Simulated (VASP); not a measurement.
A run of VASP 6.6.1 is set up as follows.

File INCAR:

```
SYSTEM = C
PREC = Accurate ; ENCUT = 600
EDIFF = 1E-6 ; ISMEAR = -1
SIGMA = 0.06122561905347299 ; LREAL = .FALSE.
LASPH = .TRUE. ; NELM = 120
ALGO = Normal ; ISIF = 2
LWAVE = .FALSE. ; LCHARG = .TRUE.
GGA = PE ; LELF = .TRUE.
LVHAR = .TRUE. ; NBANDS = 11
GGA_COMPAT = .FALSE.
```

Contents of KPOINTS:

```
Automatic mesh
0
G
  26 26 26
  0 0 0
```

POSCAR

```
C
1.0
    0.0000000000      1.8211020964      1.8211020964
    1.8211020964      0.0000000000      1.8211020964
    1.8211020964      1.8211020964      0.0000000000
C
2
Direct
    0.0000000000      0.0000000000      0.0000000000
    0.2500000000      0.2500000000      0.2500000000
```

Potentials or basis: VASP PAW PBE potentials, release 64 (C).

Launch:

```console
$ cat potpaw_PBE.64/C/POTCAR > POTCAR
$ mpirun -np 1 vasp_std > vasp.out
```

Task: What does it give for the band gap on the k mesh?

Result: 4.00 eV, indirect (least direct gap 5.42 eV).

Task: Estimate the pressure.

Result: -22.9 GPa.

A k mesh can miss the band edges.
